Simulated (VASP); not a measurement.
# TiCo (Pm-3m) in VASP: notebook, part 2 of 2

VASP 6.6.1.

## 3. Single point, r2SCAN, collinear spin, ferromagnetic start

This run uses another cell than the first one, of 13.30 Å³/atom, 0.909 times its volume.

The input, POSCAR:

```
TiCo
1.0
    2.9852001478      0.0000000000      0.0000000000
    0.0000000000      2.9852001478      0.0000000000
    0.0000000000      0.0000000000      2.9852001478
Ti Co
1 1
Direct
    0.0000000000      0.0000000000      0.0000000000
    0.5000000000      0.5000000000      0.5000000000
```

The input, INCAR.step1:

```
ALGO     = Normal         # electronic algorithm
EDIFF    = 1E-4           # SCF threshold, eV
ENCUT    = 520            # plane-wave cutoff, eV
GGA      = PE             # functional
ISMEAR   = 0              # smearing method
ISPIN    = 2              # spin polarisation
LASPH    = True           # aspherical terms in the spheres
LCHARG   = False          # write CHGCAR
LMAXMIX  = 4              # l up to which the mixer works
LREAL    = False          # projectors in reciprocal space
LWAVE    = True           # write WAVECAR
MAGMOM   = 1 3            # initial moments
NBANDS   = 22             # bands
NELM     = 150            # most SCF steps
PREC     = Accurate       # precision mode
SIGMA    = 0.1            # smearing width, eV
```

The input, INCAR.step2:

```
ALGO     = Normal         # electronic algorithm
EDIFF    = 1E-6           # SCF threshold, eV
ENCUT    = 520            # plane-wave cutoff, eV
ISIF     = 2              # what is computed and relaxed
ISMEAR   = 0              # smearing method
ISPIN    = 2              # spin polarisation
ISTART   = 1            
LASPH    = True           # aspherical terms in the spheres
LCHARG   = False          # write CHGCAR
LMAXMIX  = 4              # l up to which the mixer works
LMIXTAU  = True         
LORBIT   = 11             # projections on sites
LREAL    = False          # projectors in reciprocal space
LWAVE    = False          # write WAVECAR
MAGMOM   = 1 3            # initial moments
METAGGA  = R2SCAN         # meta-GGA
NBANDS   = 22             # bands
NELM     = 150            # most SCF steps
PREC     = Accurate       # precision mode
SIGMA    = 0.1            # smearing width, eV
```

The input, KPOINTS:

```
k-points
0
Gamma
  18 18 18
```

Potentials or basis: VASP PAW PBE potentials, release 64 (Ti_sv, Co).

Launch:

```sh
> cat potpaw_PBE.64/Ti_sv/POTCAR potpaw_PBE.64/Co/POTCAR > POTCAR
> cp INCAR.step1 INCAR
> mpirun -np 1 vasp_std > vasp.out
> cp INCAR.step2 INCAR
> mpirun -np 1 vasp_std > vasp.out
```

OUTCAR:

```text
EDIFF = 1E-6
   ENCUT = 520
   ISIF = 2
   ISMEAR = 0
   ISPIN = 2
   ISTART = 1
   LASPH = True
   LORBIT = 11
   LREAL = False
   METAGGA = R2SCAN
   NELM = 150
   PREC = Accurate

 ion  position               nearest neighbor table
   1  0.000  0.000  0.000-   2 2.59   2 2.59   2 2.59   2 2.59   2 2.59   2 2.59   2 2.59   2 2.59

   2  0.500  0.500  0.500-   1 2.59   1 2.59   1 2.59   1 2.59   1 2.59   1 2.59   1 2.59   1 2.59

  LATTYP: Found a simple cubic cell.
 ALAT       =     2.9852001478

  Lattice vectors:

 A1 = (   2.9852001478,   0.0000000000,   0.0000000000)
 A2 = (   0.0000000000,   2.9852001478,   0.0000000000)
 A3 = (   0.0000000000,   0.0000000000,   2.9852001478)

Analysis of symmetry for initial positions (statically):
=====================================================================
 Subroutine PRICEL returns:
 Original cell was already a primitive cell.

 Routine SETGRP: Setting up the symmetry group for a
 simple cubic supercell.

 Subroutine GETGRP returns: Found 48 space group operations
 (whereof 48 operations were pure point group operations)
 out of a pool of 48 trial point group operations.

The static configuration has the point symmetry O_h .

Analysis of symmetry for dynamics (positions and initial velocities):
=====================================================================
 Subroutine PRICEL returns:
 Original cell was already a primitive cell.

 Routine SETGRP: Setting up the symmetry group for a
 simple cubic supercell.

 Subroutine GETGRP returns: Found 48 space group operations
 (whereof 48 operations were pure point group operations)
 out of a pool of 48 trial point group operations.

The dynamic configuration has the point symmetry O_h .

Analysis of structural, dynamic, and magnetic symmetry:
=====================================================================
 Subroutine PRICEL returns:
 Original cell was already a primitive cell.

 Routine SETGRP: Setting up the symmetry group for a
 simple cubic supercell.
[... 148 lines left out ...]
  ext. energy  EPLUGINS =         0.00000000
  ---------------------------------------------------
  free energy    TOTEN  =       -27.02488139 eV

  energy without entropy =      -27.01783698  energy(sigma->0) =      -27.02135919

 E-fermi :   9.9169     XC(G=0): -13.6462

 val. band max:        9.9145657358   @ k =   0.3333   0.2778   0.2778
 cond. band min:       9.9170201667   @ k =   0.3889   0.1111   0.0000
 fundamental gap:      0.0024544308
 Fermi energy:         9.9168841973

 spin component 1

 k-point     1 :       0.0000    0.0000    0.0000
  band No.  band energies     occupation
      1     -49.4151      1.00000
      2     -24.4678      1.00000
      3     -24.4678      1.00000
      4     -24.4678      1.00000
      5       1.9765      1.00000
      6       5.1880      1.00000
[... 589 lines left out ...]
     21      28.7931      0.00000
     22      29.8284      0.00000

 [... further k-points ...]

 spin component 2

 k-point     1 :       0.0000    0.0000    0.0000
  band No.  band energies     occupation
      1     -49.7116      1.00000
      2     -24.7536      1.00000
      3     -24.7536      1.00000
      4     -24.7536      1.00000
      5       1.5431      1.00000
      6       6.4815      1.00000
[... 589 lines left out ...]
     21      28.8767      0.00000
     22      29.5095      0.00000

 [... further k-points ...]

------------------------ aborting loop because EDIFF is reached ----------------------------------------

  FORCE on cell =-STRESS in cart. coord.  units (eV):
  Direction    XX          YY          ZZ          XY          YZ          ZX
  --------------------------------------------------------------------------------------
  -------------------------------------------------------------------------------------
  Total        0.1346283      0.1346283      0.1346283      0.0000000      0.0000000      0.0000000
  in kB        8.1082395      8.1082395      8.1082395      0.0000000      0.0000000      0.0000000
  external PRESSURE =       8.1082395 kB  Pullay stress =       0.0000000 kB

 VOLUME and BASIS-vectors are now :
 -----------------------------------------------------------------------------
  energy-cutoff  :      520.00
  volume of cell :       26.60
      direct lattice vectors                 reciprocal lattice vectors
     2.985200148  0.000000000  0.000000000     0.334985914  0.000000000  0.000000000
     0.000000000  2.985200148  0.000000000     0.000000000  0.334985914  0.000000000
     0.000000000  0.000000000  2.985200148     0.000000000  0.000000000  0.334985914

 POSITION                                       TOTAL-FORCE (eV/Angst)
 -----------------------------------------------------------------------------------
      0.00000      0.00000      0.00000         0.000000      0.000000      0.000000
      1.49260      1.49260      1.49260         0.000000      0.000000      0.000000
 -----------------------------------------------------------------------------------
    total drift:                                0.000000      0.000000     -0.000000

  FREE ENERGIE OF THE ION-ELECTRON SYSTEM (eV)
  ---------------------------------------------------
  free  energy   TOTEN  =       -27.0248813900 eV

  energy  without entropy=      -27.0178369829  energy(sigma->0) =      -27.02135919

 total charge

# of ion       s       p       d       tot
------------------------------------------
    1        2.244   6.198   1.805  10.247
    2        0.559   0.526   7.240   8.325
--------------------------------------------------
tot          2.803   6.724   9.045  18.572

 magnetization (x)

# of ion       s       p       d       tot
------------------------------------------
    1       -0.008  -0.038  -0.235  -0.281
    2        0.043  -0.031   1.360   1.372
--------------------------------------------------
tot          0.035  -0.069   1.125   1.091
```

OSZICAR.step1:

```text
N       E                     dE             d eps       ncg     rms          rms(c)
DAV:   1     0.167941302968E+03    0.16794E+03   -0.95169E+03 19688   0.121E+03
DAV:   2    -0.648920813096E+01   -0.17443E+03   -0.16588E+03 19774   0.305E+02
DAV:   3    -0.168308013893E+02   -0.10342E+02   -0.10154E+02 24256   0.792E+01
DAV:   4    -0.171093812992E+02   -0.27858E+00   -0.27807E+00 22320   0.118E+01
DAV:   5    -0.171173886605E+02   -0.80074E-02   -0.80069E-02 23438   0.187E+00    0.170E+01
DAV:   6    -0.175409337700E+02   -0.42355E+00   -0.12375E+01 22098   0.464E+01    0.140E+01
DAV:   7    -0.167641947703E+02    0.77674E+00   -0.16470E+01 23564   0.370E+01    0.138E+01
DAV:   8    -0.156735691140E+02    0.10906E+01   -0.54478E+00 23430   0.187E+01    0.223E+00
DAV:   9    -0.156684061987E+02    0.51629E-02   -0.23541E-01 28216   0.405E+00    0.222E+00
DAV:  10    -0.156783652155E+02   -0.99590E-02   -0.54533E-02 22780   0.236E+00    0.133E+00
DAV:  11    -0.156795309941E+02   -0.11658E-02   -0.25898E-02 25482   0.149E+00    0.570E-01
DAV:  12    -0.156803728316E+02   -0.84184E-03   -0.52096E-03 26542   0.537E-01    0.286E-01
DAV:  13    -0.156799751511E+02    0.39768E-03   -0.85451E-04 24572   0.230E-01    0.132E-01
DAV:  14    -0.156798978999E+02    0.77251E-04   -0.15552E-04 10704   0.103E-01
   1 F= -.15679898E+02 E0= -.15675476E+02  d E =-.884361E-02  mag=     0.8573
```

It took 18 min on 1 thread of Oxide Virtual Turin-like, shared host; peak memory 0.27 GiB.

Results:

```yaml
Free_energy: -27.0249 eV
Pressure: 0.8 GPa
Net_moment: 0.89 μB per cell
Site_moments: Ti -0.28; Co +1.37 μB
Valence_electrons_inside_the_program's_atomic_spheres: Ti 10.25; Co 8.32
```

Levels at points of the mesh, in eV from the Fermi level:
Spin up:
| k point | band 7 | band 8 | band 9 | band 10 | band 11 | band 12 | band 13 | band 14 | band 15 | band 16 |
| --- | --- | --- | --- | --- | --- | --- | --- | --- | --- | --- |
| (0.00, 0.00, 0.00) | -4.73 | -2.36 | -2.36 | -2.36 | 0.55 | 0.55 | 2.90 | 2.90 | 2.90 | 9.27 |
| (0.50, 0.00, 0.00) | -3.71 | -2.51 | -2.51 | -2.06 | -1.22 | -0.31 | 0.87 | 0.87 | 2.53 | 4.37 |
| (0.50, 0.50, 0.00) | -3.16 | -3.16 | -2.37 | -1.27 | 0.65 | 0.65 | 1.30 | 2.57 | 2.57 | 3.61 |
| (0.50, 0.50, 0.50) | -3.28 | -2.35 | -2.35 | -2.08 | -2.08 | -2.08 | 3.69 | 3.69 | 7.07 | 8.69 |
Spin down:
```
           k point  band 8  band 9  band 10  band 11  band 12  band 13
(0.00, 0.00, 0.00)   -1.44   -1.44    -1.44     1.57     1.58     2.88
(0.50, 0.00, 0.00)   -1.56   -1.20    -1.01    -0.91     0.69     0.69
(0.50, 0.50, 0.00)   -2.46    0.24     0.24     1.00     1.09     1.27
(0.50, 0.50, 0.50)   -2.34   -2.34    -2.34     1.04     1.04     3.26
```

Caveat: the PAW data sets were made with another functional, which shifts forces and pressure a little.
